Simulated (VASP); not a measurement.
# AlN (P1) in VASP: a series of runs, part 2 of 2

VASP 6.6.1. Earlier steps stand in the parts before.

### Step 4. Single point, LDA

File INCAR:

```
SYSTEM = AlN
ALGO     = Normal         ! electronic algorithm
EDIFF    = 1E-6           ! SCF threshold, eV
ENCUT    = 520            ! plane-wave cutoff, eV
ISIF     = 2              ! what is computed and relaxed
ISMEAR   = 0              ! smearing method
LASPH    = .TRUE.         ! aspherical terms in the spheres
LCHARG   = .FALSE.        ! write CHGCAR
LREAL    = .FALSE.        ! projectors in reciprocal space
LWAVE    = .FALSE.        ! write WAVECAR
NBANDS   = 26             ! bands
NELM     = 60             ! most SCF steps
PREC     = Accurate       ! precision mode
SIGMA    = 0.05           ! smearing width, eV
```

File KPOINTS:

```
k-points
0
G
  8 8 3
  0 0 0
```

File POSCAR:

```
AlN
1.0
   -3.0886152975      0.0000000000      0.0000000000
   -1.5443076488     -2.6748193102      0.0000000000
   -0.1286923041     -0.2229016092      9.8871685333
Al N
4 4
Direct
    0.3333333333      0.2579574576      0.9045105086
    0.3333333333      0.2996241243      0.4045105086
    0.6666666667      0.6537907909      0.1545105086
    0.6666666667      0.6121241243      0.6545105086
    0.3333333333      0.3253758757      0.0954894914
    0.3333333333      0.2837092090      0.5954894914
    0.6666666667      0.6378758757      0.3454894914
    0.6666666667      0.5962092090      0.8454894914
```

Potentials or basis: VASP PAW LDA potentials, release 64 (Al, N).

On the command line:

```console
> cat potpaw_LDA.64/Al/POTCAR potpaw_LDA.64/N/POTCAR > POTCAR
> mpirun -np 1 vasp_std > vasp.out
```

OUTCAR:

```text
SYSTEM = AlN
   EDIFF = 1E-6
   ENCUT = 520
   ISIF = 2
   ISMEAR = 0
   LASPH = .TRUE.
   LREAL = .FALSE.
   NELM = 60
   PREC = Accurate

 ion  position               nearest neighbor table
   1  0.333  0.258  0.905-   8 1.88   8 1.88   8 1.88   5 1.91   3 2.93   4 3.05   4 3.05   4 3.05
                             3 3.06   3 3.19
   2  0.333  0.300  0.405-   7 1.88   7 1.88   7 1.88   6 1.89   4 3.05   3 3.05   3 3.05   4 3.05
                             4 3.05   3 3.05
   3  0.667  0.654  0.155-   5 1.88   5 1.88   5 1.88   7 1.89   1 2.93   2 3.05   2 3.05   2 3.05
                             1 3.06   1 3.19
   4  0.667  0.612  0.655-   6 1.88   6 1.88   6 1.88   8 1.89   2 3.05   1 3.05   1 3.05   2 3.05
                             2 3.05   1 3.05
   5  0.333  0.325  0.095-   3 1.88   3 1.88   3 1.88   1 1.91
   6  0.333  0.284  0.595-   4 1.88   4 1.88   4 1.88   2 1.89
   7  0.667  0.638  0.345-   2 1.88   2 1.88   2 1.88   3 1.89
   8  0.667  0.596  0.845-   1 1.88   1 1.88   1 1.88   4 1.89

  LATTYP: Found a base centered monoclinic cell.
 ALAT       =     3.0886152976
 B/A-ratio  =     1.7320508075
 C/A-ratio  =     3.2022499259
 COS(beta)  =    -0.0260233696

  Lattice vectors:

[... 200 lines left out ...]
      2      -8.1203      2.00000
      3      -8.1153      2.00000
      4      -6.7566      2.00000
      5      -0.0330      2.00000
      6       2.7427      2.00000
[... 685 lines left out ...]
     25      17.0114      0.00000
     26      17.3491      0.00000

 [... further k-points ...]

------------------------ aborting loop because EDIFF is reached ----------------------------------------

  FORCE on cell =-STRESS in cart. coord.  units (eV):
  Direction    XX          YY          ZZ          XY          YZ          ZX
  --------------------------------------------------------------------------------------
  -------------------------------------------------------------------------------------
  Total        0.4349730     -0.0484484      0.3206459     -0.0172349      1.1767989      0.7344995
  in kB        8.5318387     -0.9502975      6.2893535     -0.3380562     23.0824895     14.4069444
  external PRESSURE =       4.6236316 kB  Pullay stress =       0.0000000 kB

 VOLUME and BASIS-vectors are now :
 -----------------------------------------------------------------------------
  energy-cutoff  :      520.00
  volume of cell :       81.68
      direct lattice vectors                 reciprocal lattice vectors
    -3.088615298  0.000000000  0.000000000    -0.323769684  0.186928514 -0.000000000
    -1.544307649 -2.674819310  0.000000000     0.000000000 -0.373857029 -0.008428433
    -0.128692304 -0.222901609  9.887168533     0.000000000  0.000000000  0.101141191

 POSITION                                       TOTAL-FORCE (eV/Angst)
 -----------------------------------------------------------------------------------
     -1.54431     -0.89161      8.94305        -0.200398     -0.424927      0.073719
     -1.54431     -0.89161      3.99946         0.003584      0.006022     -0.008960
     -3.08862     -1.78321      1.52767         0.027141      0.114009      0.083788
     -3.08862     -1.78321      6.47126        -0.015073     -0.017193     -0.012912
     -1.54431     -0.89161      0.94412         0.268872      0.389623     -0.118032
     -1.54431     -0.89161      5.88770        -0.001578      0.000623      0.005606
     -3.08862     -1.78321      3.41591         0.010991      0.012179      0.008221
     -3.08862     -1.78321      8.35950        -0.093540     -0.080336     -0.031430
 -----------------------------------------------------------------------------------
    total drift:                               -0.000377     -0.000650     -0.001175

  FREE ENERGIE OF THE ION-ELECTRON SYSTEM (eV)
  ---------------------------------------------------
  free  energy   TOTEN  =       -65.6036176402 eV

  energy  without entropy=      -65.6036176402  energy(sigma->0) =      -65.60361764
```

Run time: 3.3 min. Hardware: 1 thread of Intel Xeon 8259CL, shared host; peak memory 0.27 GiB.

Results:

```yaml
Free_energy: -65.6036 eV
Pressure: 0.5 GPa
Largest_force: 0.488 eV/Å
Band_gap_on_the_k_mesh: 4.33 eV
```

Forces in eV/Å, atoms in the order of the input:
```
Al  -0.200 -0.425  0.074
Al   0.004  0.006 -0.009
Al   0.027  0.114  0.084
Al  -0.015 -0.017 -0.013
N    0.269  0.390 -0.118
N   -0.002  0.001  0.006
N    0.011  0.012  0.008
N   -0.094 -0.080 -0.031
```

Stress tensor (GPa, compression positive):
```
 0.85 -0.03  1.44
-0.03 -0.10  2.31
 1.44  2.31  0.63
```

Levels at points of the mesh, in eV from the valence-band top:
| k point | band 12 | band 13 | band 14 | band 15 | band 16 | band 17 | band 18 | band 19 | band 20 | band 21 |
| --- | --- | --- | --- | --- | --- | --- | --- | --- | --- | --- |
| (0.00, 0.00, 0.00) | -0.61 | -0.60 | -0.34 | -0.27 | 0.00 | 4.33 | 6.48 | 6.54 | 6.66 | 10.20 |
| (0.50, 0.00, 0.00) | -1.64 | -1.56 | -1.47 | -1.37 | -0.77 | 5.14 | 5.19 | 5.64 | 5.69 | 8.06 |
| (0.00, 0.50, 0.00) | -1.63 | -1.58 | -1.57 | -1.33 | -0.76 | 5.08 | 5.29 | 5.51 | 5.73 | 8.10 |
| (0.50, 0.50, 0.00) | -1.60 | -1.57 | -1.49 | -1.26 | -0.79 | 5.04 | 5.18 | 5.62 | 5.86 | 8.20 |

Caveat: an odd mesh through Γ misses points on the zone boundary, where band edges can lie.

### Step 5. Single point, LDA

File INCAR:

```
SYSTEM = AlN
PREC = Accurate ; ENCUT = 520
EDIFF = 1E-6 ; ISMEAR = 0
SIGMA = 0.05 ; LREAL = .FALSE.
LASPH = .TRUE. ; NELM = 60
ALGO = Normal ; ISIF = 2
LWAVE = .FALSE. ; LCHARG = .FALSE.
GGA = CA ; NBANDS = 26
```

File KPOINTS:

```
regular mesh
0
G
  8 8 3
  0 0 0
```

File POSCAR:

```
AlN
1.0
   -3.0886152975      0.0000000000      0.0000000000
   -1.5443076488     -2.6748193102      0.0000000000
   -0.6434615203     -1.1145080459      9.8871685333
Al N
4 4
Direct
    0.3333333333     -0.0435460453      0.9045105086
    0.3333333333      0.1647872881      0.4045105086
    0.6666666667      0.6022872881      0.1545105086
    0.6666666667      0.3939539547      0.6545105086
    0.3333333333      0.2935460452      0.0954894914
    0.3333333333      0.0852127119      0.5954894914
    0.6666666667      0.5227127119      0.3454894914
    0.6666666667      0.3143793786      0.8454894914
```

Potentials or basis: VASP PAW LDA potentials, release 64 (Al, N).

On the command line:

```console
> cat potpaw_LDA.64/Al/POTCAR potpaw_LDA.64/N/POTCAR > POTCAR
> mpirun -np 1 vasp_std > vasp.out
```

OUTCAR:

```text
SYSTEM = AlN
   PREC = Accurate
   ENCUT = 520
   EDIFF = 1E-6
   ISMEAR = 0
   LREAL = .FALSE.
   LASPH = .TRUE.
   NELM = 60
   ISIF = 2
   GGA = CA

 ion  position               nearest neighbor table
   1  0.333  0.956  0.905-   8 1.88   8 1.88   8 1.88   5 2.29   3 2.64   4 3.05   4 3.05   4 3.05
                             3 3.31
   2  0.333  0.165  0.405-   7 1.88   7 1.88   7 1.88   6 1.89   3 3.05   4 3.05   4 3.05   3 3.05
                             3 3.05   4 3.05
   3  0.667  0.602  0.155-   5 1.88   5 1.88   5 1.88   7 1.89   1 2.64   2 3.05   2 3.05   2 3.05
                             1 3.31
   4  0.667  0.394  0.655-   6 1.88   6 1.88   6 1.88   8 1.89   1 3.05   2 3.05   2 3.05   1 3.05
                             1 3.05   2 3.05
   5  0.333  0.294  0.095-   3 1.88   3 1.88   3 1.88   1 2.29
   6  0.333  0.085  0.595-   4 1.88   4 1.88   4 1.88   2 1.89
   7  0.667  0.523  0.345-   2 1.88   2 1.88   2 1.88   3 1.89
   8  0.667  0.314  0.845-   1 1.88   1 1.88   1 1.88   4 1.89

  LATTYP: Found a base centered monoclinic cell.
 ALAT       =     3.0886152976
 B/A-ratio  =     1.7320508075
 C/A-ratio  =     3.2281684056
 COS(beta)  =    -0.1290721593

  Lattice vectors:

 A1 = (   3.0886152975,   0.0000000000,   0.0000000000)
 A2 = (  -1.5443076487,   2.6748193102,   0.0000000000)
 A3 = (  -0.6434615203,  -1.1145080459,   9.8871685333)

Analysis of symmetry for initial positions (statically):
=====================================================================
 Subroutine PRICEL returns:
 Original cell was already a primitive cell.

 Routine SETGRP: Setting up the symmetry group for a
 base centered monoclinic supercell.

 Subroutine GETGRP returns: Found  1 space group operations
 (whereof  1 operations were pure point group operations)
 out of a pool of  4 trial point group operations.

The static configuration has the point symmetry C_1 .

Analysis of symmetry for dynamics (positions and initial velocities):
=====================================================================
 Subroutine PRICEL returns:
 Original cell was already a primitive cell.

 Routine SETGRP: Setting up the symmetry group for a
 base centered monoclinic supercell.

 Subroutine GETGRP returns: Found  1 space group operations
 (whereof  1 operations were pure point group operations)
 out of a pool of  4 trial point group operations.

The dynamic configuration has the point symmetry C_1 .

 Subroutine INISYM returns: Found  1 space group operations
 (whereof  1 operations are pure point group operations),
 and found     1 'primitive' translations

----------------------------------------------------------------------------------------

                                     Primitive cell

  volume of cell :      81.6827

  direct lattice vectors                    reciprocal lattice vectors
    -3.088615298  0.000000000  0.000000000    -0.323769684  0.186928514  0.000000000
    -1.544307649 -2.674819310  0.000000000     0.000000000 -0.373857029 -0.042142163
    -0.643461520 -1.114508046  9.887168533     0.000000000  0.000000000  0.101141191

  length of vectors
     3.088615298  3.088615298  9.970570321     0.373857029  0.376224720  0.101141191

  position of ions in fractional coordinates (direct lattice)
     0.333333333  0.956453955  0.904510509
[... 52 lines left out ...]
  0.000000  0.125000  0.000000      2.000000
[... 16 lines left out ...]
 -0.375000 -0.375000 -0.000000      2.000000
  0.125000  0.375000  0.000000      2.000000
 [... further k-points ...]
   k-points           NKPTS =     98   k-points in BZ     NKDIM =     98   number of bands    NBANDS=     26
   number of dos      NEDOS =    301   number of ions     NIONS =      8
   total plane-waves  NPLWV =  46080
   dimension x,y,z NGX =    24 NGY =   24 NGZ =   80
   dimension x,y,z NGXF=    48 NGYF=   48 NGZF=  160
   ions per type =               4   4
   NGX,Y,Z   is equivalent  to a cutoff of  12.92, 12.92, 13.34 a.u.
   NGXF,Y,Z  is equivalent  to a cutoff of  25.84, 25.84, 26.68 a.u.
 SYSTEM =  AlN
   PREC   = accura    normal or accurate (medium, high low for compatibility)
   ISTART =      0    job   : 0-new  1-cont  2-samecut
   ICHARG =      2    charge: 1-file 2-atom 10-const
   ISPIN  =      1    spin polarized calculation?
   LNONCOLLINEAR =      F non collinear calculations
   LSORBIT =      F    spin-orbit coupling
   LASPH  =      T    aspherical Exc in radial PAW
   ENCUT  =  520.0 eV  38.22 Ry    6.18 a.u.   5.74  5.74 18.54*2*pi/ulx,y,z
   NELM   =     60;   NELMIN=  2; NELMDL= -5     # of ELM steps
   EDIFF  = 0.1E-05   stopping-criterion for ELM
   LREAL  =      F    real-space projection
   EDIFFG = 0.1E-04   stopping-criterion for IOM
   NSW    =      0    number of steps for IOM
   IBRION =     -1    ionic relax: 0-MD 1-quasi-New 2-CG
   NFREE  =      0    steps in history (QN), initial steepest desc. (CG)
   ISIF   =      2    stress and relaxation
   ISYM   =      2    0-nonsym 1-usesym 2-fastsym
   POTIM  = 0.5000    time-step for ionic-motion
   TEBEG  =    0.0;   TEEND  =   0.0 temperature during run
   PSTRESS=    0.0 pullay stress
   NELECT =      32.0000    total number of electrons
   NUPDOWN=      -1.0000    fix difference up-down
   EMIN   =  10.00;   EMAX   =-10.00  energy-range for DOS
   EFERMI =   0.00;   METHOD = LEGACY
   ISMEAR =     0;   SIGMA  =   0.05  broadening in eV -4-tet -1-fermi 0-gaus
   EFERMI_NEDOS =   21; number of points for ismear=-14 and -15
   IALGO  =     38    algorithm
   IMIX   =      4    mixing-type and parameters
     AMIX     =   0.40;   BMIX     =  1.00
     AMIX_MAG =   1.60;   BMIX_MAG =  1.00
  volume/ion in A,a.u.               =      10.21        68.90
  Fermi-wavevector in a.u.,A,eV,Ry     =   1.197884  2.263672 19.523354  1.434926
  Thomas-Fermi vector in A             =   2.333787
   LORBIT       =      0    0 simple, 1 ext, 2 COOP (PROOUT), +10 PAW based schemes
   GGA     = CA    functional components
   LHFCALC =     F    Hartree Fock is set to
   AEXX    =    0.0000 exact exchange contribution
   IVDW    =     0    specifies the selected vdW correction
   LEPSILON=     F    determine dielectric tensor
   LRPA    =     F    only Hartree local field effects (RPA)
 non-spin polarized calculation
 Gauss-broadening in eV      SIGMA  =   0.05
  energy-cutoff  :      520.00
  volume of cell :       81.68
 maximum number of plane-waves:      2216
   NGX = 11   NGY = 11   NGZ = 37

 number of electron      31.9999997 magnetization

 Free energy of the ion-electron system (eV)
  ---------------------------------------------------
  ext. energy  EPLUGINS =         0.00000000
  ---------------------------------------------------
  free energy    TOTEN  =       -64.33478191 eV

  energy without entropy =      -64.33478191  energy(sigma->0) =      -64.33478191

 E-fermi :   6.8561     XC(G=0): -11.3726

 val. band max:        6.5834891150   @ k =   0.0000   0.0000   0.0000
 cond. band min:       9.7651452824   @ k =   0.0000   0.5000   0.3333
 fundamental gap:      3.1816561674
 Fermi energy:         6.8560533225

 k-point     1 :       0.0000    0.0000    0.0000
  band No.  band energies     occupation
      1      -8.9942      2.00000
      2      -8.0649      2.00000
      3      -8.0246      2.00000
      4      -6.6552      2.00000
      5       0.0554      2.00000
      6       2.7516      2.00000
[... 685 lines left out ...]
     25      16.6045      0.00000
     26      17.2954      0.00000

 [... further k-points ...]

------------------------ aborting loop because EDIFF is reached ----------------------------------------

  FORCE on cell =-STRESS in cart. coord.  units (eV):
  Direction    XX          YY          ZZ          XY          YZ          ZX
  --------------------------------------------------------------------------------------
  -------------------------------------------------------------------------------------
  Total       -0.5220945     -3.5316724      2.8875166     -1.9884304      1.1030635      2.0144309
  in kB      -10.2406961    -69.2724888     56.6376034    -39.0023488     21.6361957     39.5123410
  external PRESSURE =      -7.6251938 kB  Pullay stress =       0.0000000 kB

 VOLUME and BASIS-vectors are now :
 -----------------------------------------------------------------------------
  energy-cutoff  :      520.00
  volume of cell :       81.68
      direct lattice vectors                 reciprocal lattice vectors
    -3.088615298  0.000000000  0.000000000    -0.323769684  0.186928514  0.000000000
    -1.544307649 -2.674819310  0.000000000     0.000000000 -0.373857029 -0.042142163
    -0.643461520 -1.114508046  9.887168533     0.000000000  0.000000000  0.101141191

 POSITION                                       TOTAL-FORCE (eV/Angst)
 -----------------------------------------------------------------------------------
     -3.08862     -3.56643      8.94305         0.069785     -0.838440      0.000985
     -1.54431     -0.89161      3.99946         0.004234      0.009077     -0.086173
     -3.08862     -1.78321      1.52767        -0.350215      0.329398      1.167760
     -3.08862     -1.78321      6.47126        -0.082019      0.015722     -0.129461
     -1.54431     -0.89161      0.94412         0.963854      0.296205     -0.454180
     -1.54431     -0.89161      5.88770        -0.025394      0.014783      0.025463
     -3.08862     -1.78321      3.41591         0.072039     -0.014746      0.065447
     -3.08862     -1.78321      8.35950        -0.652284      0.188002     -0.589839
 -----------------------------------------------------------------------------------
    total drift:                               -0.000016     -0.000013     -0.001042

  FREE ENERGIE OF THE ION-ELECTRON SYSTEM (eV)
  ---------------------------------------------------
  free  energy   TOTEN  =       -64.3347819084 eV

  energy  without entropy=      -64.3347819084  energy(sigma->0) =      -64.33478191
```

Run time: 3.9 min. Hardware: 1 thread of Intel Xeon 8259CL, shared host; peak memory 0.28 GiB.

Results:

```yaml
Free_energy: -64.3348 eV
Pressure: -0.8 GPa
Largest_force: 1.263 eV/Å
Band_gap_on_the_k_mesh: 3.18 eV (least direct gap 3.43 eV)
```

Forces in eV/Å, atoms in the order of the input:
```
Al   0.070 -0.838  0.001
Al   0.004  0.009 -0.086
Al  -0.350  0.329  1.168
Al  -0.082  0.016 -0.129
N    0.964  0.296 -0.454
N   -0.025  0.015  0.025
N    0.072 -0.015  0.065
N   -0.652  0.188 -0.590
```

Caveat: an odd mesh through Γ misses points on the zone boundary, where band edges can lie; forces of over 1 eV/Å act on the atoms, so gaps and moduli don't describe the material at rest.

### Step 6. The runs side by side

| cell | gap on the mesh (eV) | pressure (GPa) | largest force (eV/Å) |
| --- | --- | --- | --- |
| a = 3.089, b = 3.089, c = 9.941 Å, angles 84.1, 87.0, 60.0°, 8 atoms | 3.40 | -0.6 | 1.40 |
| a = 3.089, b = 3.089, c = 9.917 Å, angles 85.5, 87.8, 60.0°, 8 atoms | 3.80 | -0.3 | 1.37 |
| a = 3.089, b = 3.089, c = 9.891 Å, angles 88.5, 89.3, 60.0°, 8 atoms | 4.33 | 0.5 | 0.49 |
| a = 3.089, b = 3.089, c = 9.971 Å, angles 82.6, 86.3, 60.0°, 8 atoms | 3.18 | -0.8 | 1.26 |

Alike in all rows: task single point; level LDA; potentials or basis VASP PAW LDA potentials, release 64 (Al, N); no spin polarisation; k mesh 8 × 8 × 3; cutoff (eV) 520; smearing gaussian 0.05 eV.

Caveats: an odd mesh through Γ misses points on the zone boundary, where band edges can lie; forces of over 1 eV/Å act on the atoms, so gaps and moduli don't describe the material at rest (at least some runs).

Total energies depend on the potentials used, so only differences within one code and one set of settings carry meaning.
